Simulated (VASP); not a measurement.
# FeO (rock salt type) (Fm-3m) in VASP: a series of runs, part 2 of 2

VASP 6.6.1. The steps go on from the part before.

## (4) Single point, r2SCAN

This run uses another cell than the first one, of 8.65 Å³/atom.

POSCAR reads:

```
FeO
1.0
    0.0000000000      2.0530423030      2.0530423030
    2.0530423030      0.0000000000      2.0530423030
    2.0530423030      2.0530423030      0.0000000000
Fe O
1 1
Direct
    0.0000000000      0.0000000000      0.0000000000
    0.5000000000      0.5000000000      0.5000000000
```

INCAR.step1 reads:

```
SYSTEM = FeO
  PREC = Accurate
  ENCUT = 520
  ISMEAR = -1
  SIGMA = 0.1
  LREAL = .FALSE.
  LASPH = .TRUE.
  NELM = 60
  NBANDS = 14
  GGA = PE
  ALGO = Normal
  EDIFF = 1E-4
  LWAVE = .TRUE.
  LCHARG = .FALSE.
```

INCAR.step2 reads:

```
SYSTEM = FeO
  PREC = Accurate
  ENCUT = 520
  EDIFF = 1E-6
  ISMEAR = -1
  SIGMA = 0.1
  LREAL = .FALSE.
  LASPH = .TRUE.
  NELM = 60
  ALGO = Normal
  ISIF = 2
  LWAVE = .FALSE.
  LCHARG = .TRUE.
  METAGGA = R2SCAN
  LMIXTAU = .TRUE.
  LELF = .TRUE.
  LVHAR = .TRUE.
  NBANDS = 14
  ISTART = 1
```

KPOINTS reads:

```
Automatic mesh
0
G
  14 14 14
  0 0 0
```

Potentials or basis: VASP PAW PBE potentials, release 64 (Fe, O).

Started as:

```sh
> cat potpaw_PBE.64/Fe/POTCAR potpaw_PBE.64/O/POTCAR > POTCAR
> cp INCAR.step1 INCAR
> mpirun -np 1 vasp_std > vasp.out
> cp INCAR.step2 INCAR
> mpirun -np 1 vasp_std > vasp.out
```

OUTCAR:

```text
SYSTEM = FeO
   PREC = Accurate
   ENCUT = 520
   EDIFF = 1E-6
   ISMEAR = -1
   LREAL = .FALSE.
   LASPH = .TRUE.
   NELM = 60
   ISIF = 2
   METAGGA = R2SCAN
   ISTART = 1

 ion  position               nearest neighbor table
   1  0.000  0.000  0.000-   2 2.05   2 2.05   2 2.05   2 2.05   2 2.05   2 2.05
   2  0.500  0.500  0.500-   1 2.05   1 2.05   1 2.05   1 2.05   1 2.05   1 2.05

  LATTYP: Found a face centered cubic cell.
 ALAT       =     4.1060846060

  Lattice vectors:

 A1 = (   0.0000000000,   2.0530423030,   2.0530423030)
 A2 = (   2.0530423030,   0.0000000000,   2.0530423030)
 A3 = (   2.0530423030,   2.0530423030,   0.0000000000)

Analysis of symmetry for initial positions (statically):
=====================================================================
 Subroutine PRICEL returns:
 Original cell was already a primitive cell.

 Routine SETGRP: Setting up the symmetry group for a
 face centered cubic supercell.

 Subroutine GETGRP returns: Found 48 space group operations
 (whereof 48 operations were pure point group operations)
 out of a pool of 48 trial point group operations.

The static configuration has the point symmetry O_h .

Analysis of symmetry for dynamics (positions and initial velocities):
=====================================================================
 Subroutine PRICEL returns:
 Original cell was already a primitive cell.

 Routine SETGRP: Setting up the symmetry group for a
 face centered cubic supercell.

 Subroutine GETGRP returns: Found 48 space group operations
 (whereof 48 operations were pure point group operations)
 out of a pool of 48 trial point group operations.

The dynamic configuration has the point symmetry O_h .

 Subroutine INISYM returns: Found 48 space group operations
 (whereof 48 operations are pure point group operations),
 and found     1 'primitive' translations

----------------------------------------------------------------------------------------

[... 116 lines left out ...]
   LORBIT       =      0    0 simple, 1 ext, 2 COOP (PROOUT), +10 PAW based schemes
   METAGGA = R2SCAN    functional components
   LHFCALC =     F    Hartree Fock is set to
   AEXX    =    0.0000 exact exchange contribution
   IVDW    =     0    specifies the selected vdW correction
   LEPSILON=     F    determine dielectric tensor
   LRPA    =     F    only Hartree local field effects (RPA)
 non-spin polarized calculation
  energy-cutoff  :      520.00
  volume of cell :       17.31
 maximum number of plane-waves:       487
 NGX is ok and might be reduce to    24
   NGX = 11   NGY = 11   NGZ = 11

 number of electron      14.0000000 magnetization

 Free energy of the ion-electron system (eV)
  ---------------------------------------------------
  ext. energy  EPLUGINS =         0.00000000
  ---------------------------------------------------
  free energy    TOTEN  =       -21.39475125 eV

  energy without entropy =      -21.36336013  energy(sigma->0) =      -21.37905569

 E-fermi :   7.1112     XC(G=0): -13.7144

 val. band max:        7.0948724486   @ k =   0.2143   0.2143   0.0000
 cond. band min:       7.1204305714   @ k =   0.1429   0.0714   0.0000
 fundamental gap:      0.0255581228
 Fermi energy:         7.1111925021

 k-point     1 :       0.0000    0.0000    0.0000
  band No.  band energies     occupation
      1     -15.6979      2.00000
      2       2.7980      2.00000
      3       2.7980      2.00000
      4       2.7980      2.00000
      5       5.1721      2.00000
      6       5.1724      2.00000
      7       5.1725      2.00000
      8       6.8534      1.85890
      9       6.8540      1.85801
     10       9.5505      0.00000
     11      24.8170      0.00000
     12      27.3310      0.00000
     13      27.3312      0.00000
     14      27.3312      0.00000
[... 377 lines left out ...]
      1     -14.9602      2.00000
      2      -0.3953      2.00000
      3       1.3506      2.00000
      4       1.6053      2.00000
      5       5.0651      2.00000
      6       6.2732      1.99954
      7       6.3356      1.99914
      8       7.7540      0.00322
      9       8.6713      0.00000
     10      13.0852      0.00000
     11      20.7887      0.00000
     12      23.5599      0.00000
     13      25.0165      0.00000
     14      27.4928      0.00000

 [... further k-points ...]
[... 5 lines left out ...]
  --------------------------------------------------------------------------------------
  -------------------------------------------------------------------------------------
  Total       -0.3117176     -0.3117176     -0.3117176      0.0000000      0.0000000     -0.0000000
  in kB      -28.8568066    -28.8568066    -28.8568066      0.0000000      0.0000000     -0.0000000
  external PRESSURE =     -28.8568066 kB  Pullay stress =       0.0000000 kB

 VOLUME and BASIS-vectors are now :
 -----------------------------------------------------------------------------
  energy-cutoff  :      520.00
  volume of cell :       17.31
      direct lattice vectors                 reciprocal lattice vectors
     0.000000000  2.053042303  2.053042303    -0.243541012  0.243541012  0.243541012
     2.053042303  0.000000000  2.053042303     0.243541012 -0.243541012  0.243541012
     2.053042303  2.053042303  0.000000000     0.243541012  0.243541012 -0.243541012

 POSITION                                       TOTAL-FORCE (eV/Angst)
 -----------------------------------------------------------------------------------
      0.00000      0.00000      0.00000         0.000000      0.000000      0.000000
      2.05304      2.05304      2.05304        -0.000000     -0.000000     -0.000000
 -----------------------------------------------------------------------------------
    total drift:                                0.000000     -0.000000     -0.000000

  FREE ENERGIE OF THE ION-ELECTRON SYSTEM (eV)
  ---------------------------------------------------
  free  energy   TOTEN  =       -21.3947512517 eV

  energy  without entropy=      -21.3633601319  energy(sigma->0) =      -21.37905569
```

OUTCAR.step1:

```text
SYSTEM = FeO
   PREC = Accurate
   ENCUT = 520
   ISMEAR = -1
   LREAL = .FALSE.
   LASPH = .TRUE.
[... 629 lines left out ...]
      0.00000      0.00000      0.00000         0.000000      0.000000      0.000000
      2.05304      2.05304      2.05304        -0.000000     -0.000000     -0.000000
 -----------------------------------------------------------------------------------
    total drift:                                0.000000     -0.000000     -0.000000

  FREE ENERGIE OF THE ION-ELECTRON SYSTEM (eV)
  ---------------------------------------------------
  free  energy   TOTEN  =       -13.8676106658 eV

  energy  without entropy=      -13.7126450704  energy(sigma->0) =      -13.79012787
```

OSZICAR.step1:

```text
N       E                     dE             d eps       ncg     rms          rms(c)
DAV:   1     0.695903661330E+02    0.69590E+02   -0.74343E+03  3112   0.124E+03
DAV:   2    -0.120835791280E+02   -0.81674E+02   -0.71730E+02  3200   0.245E+02
DAV:   3    -0.160401588439E+02   -0.39566E+01   -0.38286E+01  3254   0.594E+01
DAV:   4    -0.160724911746E+02   -0.32332E-01   -0.32319E-01  3254   0.527E+00
DAV:   5    -0.160727972978E+02   -0.30612E-03   -0.30612E-03  3338   0.548E-01    0.148E+01
DAV:   6    -0.151083587876E+02    0.96444E+00   -0.16237E+01  3086   0.647E+01    0.137E+01
DAV:   7    -0.138863926460E+02    0.12220E+01   -0.71232E+00  3052   0.474E+01    0.586E+00
DAV:   8    -0.138741885627E+02    0.12204E-01   -0.41927E-01  3382   0.103E+01    0.138E+00
DAV:   9    -0.138683017967E+02    0.58868E-02   -0.31559E-02  3802   0.298E+00    0.320E-01
DAV:  10    -0.138678428327E+02    0.45896E-03   -0.83929E-03  3506   0.166E+00    0.179E-01
DAV:  11    -0.138676040047E+02    0.23883E-03   -0.11676E-03  3934   0.573E-01    0.165E-02
DAV:  12    -0.138676106658E+02   -0.66611E-05   -0.38608E-05  1570   0.858E-02
   1 F= -.13867611E+02 E0= -.13790128E+02  d E =-.154966E+00
```

Wall time 37 s (1 thread of Intel Xeon 6975P-C (Granite Rapids), shared host); peak memory 0.16 GiB.

What came out:

| Property | Result |
| --- | --- |
| Free energy | -21.3948 eV |
| Pressure | -2.9 GPa |
| Band gap on the k mesh | 0.05 eV (least direct gap 0.58 eV) |

Caveat: the smearing spreads over this small gap; the PAW data sets were made with another functional, which shifts forces and pressure a little; the run has no spin polarisation, though such a crystal can be magnetic.

## (5) Single point, r2SCAN

This run uses another cell than the first one, of 8.91 Å³/atom.

POSCAR reads:

```
FeO
1.0
    0.0000000000      2.0731714524      2.0731714524
    2.0731714524      0.0000000000      2.0731714524
    2.0731714524      2.0731714524      0.0000000000
Fe O
1 1
Direct
    0.0000000000      0.0000000000      0.0000000000
    0.5000000000      0.5000000000      0.5000000000
```

INCAR.step1 reads:

```
SYSTEM = FeO
ALGO     = Normal         ! electronic algorithm
EDIFF    = 1E-4           ! SCF threshold, eV
ENCUT    = 520            ! plane-wave cutoff, eV
GGA      = PE             ! functional
ISMEAR   = -1             ! smearing method
LASPH    = .TRUE.         ! aspherical terms in the spheres
LCHARG   = .FALSE.        ! write CHGCAR
LREAL    = .FALSE.        ! projectors in reciprocal space
LWAVE    = .TRUE.         ! write WAVECAR
NBANDS   = 14             ! bands
NELM     = 60             ! most SCF steps
PREC     = Accurate       ! precision mode
SIGMA    = 0.1            ! smearing width, eV
```

INCAR.step2 reads:

```
SYSTEM = FeO
ALGO     = Normal         ! electronic algorithm
EDIFF    = 1E-6           ! SCF threshold, eV
ENCUT    = 520            ! plane-wave cutoff, eV
ISIF     = 2              ! what is computed and relaxed
ISMEAR   = -1             ! smearing method
ISTART   = 1            
LASPH    = .TRUE.         ! aspherical terms in the spheres
LCHARG   = .TRUE.         ! write CHGCAR
LELF     = .TRUE.         ! ELF
LMIXTAU  = .TRUE.       
LREAL    = .FALSE.        ! projectors in reciprocal space
LVHAR    = .TRUE.       
LWAVE    = .FALSE.        ! write WAVECAR
METAGGA  = R2SCAN         ! meta-GGA
NBANDS   = 14             ! bands
NELM     = 60             ! most SCF steps
PREC     = Accurate       ! precision mode
SIGMA    = 0.1            ! smearing width, eV
```

KPOINTS reads:

```
k-points
0
G
  14 14 14
  0 0 0
```

Started as:

```sh
> cat potpaw_PBE.64/Fe/POTCAR potpaw_PBE.64/O/POTCAR > POTCAR
> cp INCAR.step1 INCAR
> mpirun -np 1 vasp_std > vasp.out
> cp INCAR.step2 INCAR
> mpirun -np 1 vasp_std > vasp.out
```

It took 38 s on 1 thread of Intel Xeon 6975P-C (Granite Rapids), shared host; peak memory 0.16 GiB.

Results (log left out):

```
Free energy            : -21.3754 eV
Pressure               : -9.5 GPa
Band gap on the k mesh : 0.12 eV (least direct gap 0.62 eV)
```

Levels at points of the mesh, in eV from the valence-band top:
| k point | band 4 | band 5 | band 6 | band 7 | band 8 | band 9 | band 10 | band 11 |
| --- | --- | --- | --- | --- | --- | --- | --- | --- |
| (0.00, 0.00, 0.00) | -3.85 | -1.54 | -1.54 | -1.54 | 0.12 | 0.12 | 2.57 | 17.92 |
| (0.50, 0.00, 0.00) | -6.06 | -0.33 | -0.33 | -0.01 | 3.13 | 3.13 | 6.27 | 11.71 |
| (0.50, 0.50, 0.00) | -5.08 | -2.88 | -0.01 | -0.01 | 0.73 | 1.37 | 8.53 | 11.43 |

Caveat: the cell stands under tension; the smearing spreads over this small gap; the PAW data sets were made with another functional, which shifts forces and pressure a little; the run has no spin polarisation, though such a crystal can be magnetic. A k mesh can miss the band edges.

## (6) Single point, PBE

This run uses another cell than the first one, of 8.05 Å³/atom.

INCAR reads:

```
PREC = Accurate
ENCUT = 520
EDIFF = 1E-6
ISMEAR = -1
SIGMA = 0.06122561905347299
LREAL = F
LASPH = T
NELM = 80
ALGO = Normal
ISIF = 2
LWAVE = F
LCHARG = F
GGA = PE
NBANDS = 14
```

KPOINTS reads:

```
Automatic mesh
0
Gamma
  46 46 46
```

POSCAR reads:

```
FeO
1.0
    0.0000000000      2.0044722953      2.0044722953
    2.0044722953      0.0000000000      2.0044722953
    2.0044722953      2.0044722953      0.0000000000
Fe O
1 1
Direct
    0.0000000000      0.0000000000      0.0000000000
    0.5000000000      0.5000000000      0.5000000000
```

Potentials or basis: VASP PAW PBE potentials, release 64 (Fe, O).

Started as:

```sh
> cat potpaw_PBE.64/Fe/POTCAR potpaw_PBE.64/O/POTCAR > POTCAR
> mpirun -np 1 vasp_std > vasp.out
```

OUTCAR:

```text
PREC = Accurate
   ENCUT = 520
   EDIFF = 1E-6
   ISMEAR = -1
   LREAL = F
   LASPH = T
   NELM = 80
   ISIF = 2
   GGA = PE

 ion  position               nearest neighbor table
   1  0.000  0.000  0.000-   2 2.00   2 2.00   2 2.00   2 2.00   2 2.00   2 2.00
   2  0.500  0.500  0.500-   1 2.00   1 2.00   1 2.00   1 2.00   1 2.00   1 2.00

  LATTYP: Found a face centered cubic cell.
 ALAT       =     4.0089445906

  Lattice vectors:

 A1 = (   0.0000000000,   2.0044722953,   2.0044722953)
 A2 = (   2.0044722953,   0.0000000000,   2.0044722953)
 A3 = (   2.0044722953,   2.0044722953,   0.0000000000)

Analysis of symmetry for initial positions (statically):
=====================================================================
 Subroutine PRICEL returns:
 Original cell was already a primitive cell.

 Routine SETGRP: Setting up the symmetry group for a
 face centered cubic supercell.

 Subroutine GETGRP returns: Found 48 space group operations
 (whereof 48 operations were pure point group operations)
 out of a pool of 48 trial point group operations.

The static configuration has the point symmetry O_h .

Analysis of symmetry for dynamics (positions and initial velocities):
=====================================================================
 Subroutine PRICEL returns:
 Original cell was already a primitive cell.

 Routine SETGRP: Setting up the symmetry group for a
 face centered cubic supercell.

 Subroutine GETGRP returns: Found 48 space group operations
 (whereof 48 operations were pure point group operations)
 out of a pool of 48 trial point group operations.

The dynamic configuration has the point symmetry O_h .

 Subroutine INISYM returns: Found 48 space group operations
 (whereof 48 operations are pure point group operations),
 and found     1 'primitive' translations

----------------------------------------------------------------------------------------

                                     Primitive cell

[... 114 lines left out ...]
   LORBIT       =      0    0 simple, 1 ext, 2 COOP (PROOUT), +10 PAW based schemes
   GGA     = PE    functional components
   LHFCALC =     F    Hartree Fock is set to
   AEXX    =    0.0000 exact exchange contribution
   IVDW    =     0    specifies the selected vdW correction
   LEPSILON=     F    determine dielectric tensor
   LRPA    =     F    only Hartree local field effects (RPA)
 non-spin polarized calculation
  energy-cutoff  :      520.00
  volume of cell :       16.11
 maximum number of plane-waves:       448
 NGX is ok and might be reduce to    24
   NGX = 11   NGY = 11   NGZ = 11

 number of electron      14.0000000 magnetization

 Free energy of the ion-electron system (eV)
  ---------------------------------------------------
  ext. energy  EPLUGINS =         0.00000000
  ---------------------------------------------------
  free energy    TOTEN  =       -13.75272025 eV

  energy without entropy =      -13.69170959  energy(sigma->0) =      -13.72221492

 E-fermi :   8.2426     XC(G=0): -13.4868

 val. band max:        8.2426318348   @ k =  -0.4783   0.3696   0.1087
 cond. band min:       8.2426763687   @ k =  -0.3261   0.4130   0.1087
 fundamental gap:      0.0000445340
 Fermi energy:         8.2426375076

 k-point     1 :       0.0000    0.0000    0.0000
  band No.  band energies     occupation
      1     -14.2735      2.00000
      2       3.6656      2.00000
      3       3.6656      2.00000
      4       3.6656      2.00000
      5       6.3534      2.00000
      6       6.3535      2.00000
      7       6.3535      2.00000
      8       7.0520      2.00000
      9       7.0522      2.00000
     10      10.5366      0.00000
     11      25.1324      0.00000
     12      28.3682      0.00000
     13      28.3682      0.00000
     14      28.3682      0.00000
[... 377 lines left out ...]
      1     -12.5705      2.00000
      2      -1.8414      2.00000
      3       1.0613      2.00000
      4       1.0614      2.00000
      5       7.8064      1.99839
      6       7.8066      1.99839
      7       8.1630      1.57187
      8      10.6024      0.00000
      9      10.6025      0.00000
     10      13.7296      0.00000
     11      19.7598      0.00000
     12      23.4782      0.00000
     13      23.4783      0.00000
     14      32.2553      0.00000

 [... further k-points ...]
[... 5 lines left out ...]
  --------------------------------------------------------------------------------------
  -------------------------------------------------------------------------------------
  Total        1.8981117      1.8981117      1.8981117     -0.0000000     -0.0000000     -0.0000000
  in kB      188.8000778    188.8000778    188.8000778     -0.0000000     -0.0000000     -0.0000000
  external PRESSURE =     188.8000778 kB  Pullay stress =       0.0000000 kB

 VOLUME and BASIS-vectors are now :
 -----------------------------------------------------------------------------
  energy-cutoff  :      520.00
  volume of cell :       16.11
      direct lattice vectors                 reciprocal lattice vectors
     0.000000000  2.004472295  2.004472295    -0.249442210  0.249442210  0.249442210
     2.004472295  0.000000000  2.004472295     0.249442210 -0.249442210  0.249442210
     2.004472295  2.004472295  0.000000000     0.249442210  0.249442210 -0.249442210

 POSITION                                       TOTAL-FORCE (eV/Angst)
 -----------------------------------------------------------------------------------
      0.00000      0.00000      0.00000         0.000000      0.000000      0.000000
      2.00447      2.00447      2.00447        -0.000000     -0.000000      0.000000
 -----------------------------------------------------------------------------------
    total drift:                                0.000000     -0.000000     -0.000000

  FREE ENERGIE OF THE ION-ELECTRON SYSTEM (eV)
  ---------------------------------------------------
  free  energy   TOTEN  =       -13.7527202547 eV

  energy  without entropy=      -13.6917095898  energy(sigma->0) =      -13.72221492
```

Run time: 2.9 min. Hardware: 1 thread of Intel Xeon 6975P-C (Granite Rapids), shared host; peak memory 0.66 GiB.

What came out:

- Free energy: -13.7527 eV
- Pressure: 18.9 GPa
- Band gap on the k mesh: zero (bands 7 and 8 overlap by 1.22 eV)

Caveat: the cell stands under pressure; the run has no spin polarisation, though such a crystal can be magnetic; semilocal functionals often make such compounds metallic where correlation or magnetic order opens a gap, which also shifts bond lengths.

## (7) The runs side by side

| level | cell | k mesh | smearing | gap on the mesh (eV) | pressure (GPa) |
| --- | --- | --- | --- | --- | --- |
| r2SCAN | a = 2.845 Å, angles 60.0°, 2 atoms | 14 × 14 × 14 | fermi-dirac 0.1 eV | none | 14.2 |
| r2SCAN | a = 2.874 Å, angles 60.0°, 2 atoms | 14 × 14 × 14 | fermi-dirac 0.1 eV | none | 4.9 |
| r2SCAN | a = 2.903 Å, angles 60.0°, 2 atoms | 14 × 14 × 14 | fermi-dirac 0.1 eV | 0.05 | -2.9 |
| r2SCAN | a = 2.932 Å, angles 60.0°, 2 atoms | 14 × 14 × 14 | fermi-dirac 0.1 eV | 0.12 | -9.5 |
| PBE | a = 2.835 Å, angles 60.0°, 2 atoms | 46 × 46 × 46 | fermi-dirac 0.0612256 eV | none | 18.9 |

Alike in all rows: task single point; potentials or basis VASP PAW PBE potentials, release 64 (Fe, O); no spin polarisation; cutoff (eV) 520.

Caveats: the run has no spin polarisation, though such a crystal can be magnetic; the PAW data sets were made with another functional, which shifts forces and pressure a little (at least some runs); the cell stands under pressure (at least some runs); semilocal functionals often make such compounds metallic where correlation or magnetic order opens a gap, which also shifts bond lengths (at least some runs); the smearing spreads over this small gap (at least some runs); the cell stands under tension (at least some runs).

Absolute energies hang on the potentials; compare differences alone.

The gap in the log of VASP goes by the Fermi energy; the results here count the filled bands.